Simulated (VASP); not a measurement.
Runs of VASP 6.6.1 on CdF2. The structure is that of space group Fm-3m (No. 225), or close to it. The cells are those of the table. 

```csv
cell,gap on the mesh (eV),pressure (GPa)
"a = 3.758 Å, angles 60.0°, 3 atoms",3.44,(b)
"a = 3.957 Å, angles 60.0°, 3 atoms",(a),-0.5
"a = 3.651 Å, angles 60.0°, 3 atoms",3.76,33.2
"a = 3.860 Å, angles 60.0°, 3 atoms",3.15,6.3
"a = 3.810 Å, angles 60.0°, 3 atoms",3.29,11.0
"a = 3.705 Å, angles 60.0°, 3 atoms",3.59,24.1
"a = 3.909 Å, angles 60.0°, 3 atoms",3.01,2.6
```

Alike in all rows: task single point; level RPBE; potentials or basis VASP PAW PBE potentials, release 64 (Cd, F); no spin polarisation; k mesh 6 × 6 × 6; cutoff (eV) 520; smearing fermi-dirac 0.3 eV.

Task: Fill in the values left out.

Result: (a) 2.88; (b) 16.9.

Caveats: the PAW data sets were made with another functional, which shifts forces and pressure a little.

A k mesh can miss the band edges, and the runs leave out spin-orbit coupling on Cd.
